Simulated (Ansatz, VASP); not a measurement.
**Si in VASP and in Ansatz**

File INCAR:

```
ALGO = Normal ; EDIFF = 1E-6
ENCUT = 520 ; GGA = PS
ISIF = 2 ; ISMEAR = -1
LASPH = T ; LCHARG = F
LREAL = F ; LWAVE = F
NBANDS = 8 ; NELM = 80
PREC = Accurate ; SIGMA = 0.1
```

The input KPOINTS:

```
k-points
0
Gamma
  16 16 16
```

Contents of POSCAR:

```
Si
1.0
   -1.5668911424      1.5668911424      1.5668911424
    1.5668911424     -1.5668911424      1.5668911424
    1.5668911424      1.5668911424     -1.5668911424
Si
1
Direct
    0.0000000000      0.0000000000      0.0000000000
```

Input for Ansatz:

```yaml
crystal:
  lattice:
    - [-1.5668911424, 1.5668911424, 1.5668911424]
    - [1.5668911424, -1.5668911424, 1.5668911424]
    - [1.5668911424, 1.5668911424, -1.5668911424]
  atoms:
    - { symbol: Si, position: [0.0, 0.0, 0.0] }
hamiltonian:
  xc: pbesol
  pseudopotentials:
    kind: paw
    azcp:
      Si: "pseudopotentials/Si.paw.azcp"
basis:
  ecutwfc: 420
  fft_grid_basis: typed
kpoints:
  mp_grid: { grid: [16, 16, 16], shift: [0, 0, 0] }
magnetization:
  spin_polarized: false
scf:
  occupations: { method: fermi_dirac, width: 0.1 }
  lower_state_search: "off"
output:
  stress: true
```

Alike in both runs: task single point; functional PBEsol; k mesh 16 × 16 × 16; occupations fermi-dirac, width 0.1 eV; no spin polarisation.

|  | VASP | Ansatz |
| --- | --- | --- |
| version | VASP 6.6.1 | Ansatz 0.2.0 |
| potentials or method | VASP PAW PBE potentials, release 64 (Si), cutoff 520 eV | plane waves (420 eV) with PAW, scalar-relativistic |
| valence electrons in the cell | 4 | 4 |

```tsv
	VASP	Ansatz	Ansatz less VASP
pressure (GPa)	-6.4	-6.6	-0.12
```

VASP's potentials were made for PBE, not for PBEsol, and Ansatz warns of the same on its side.
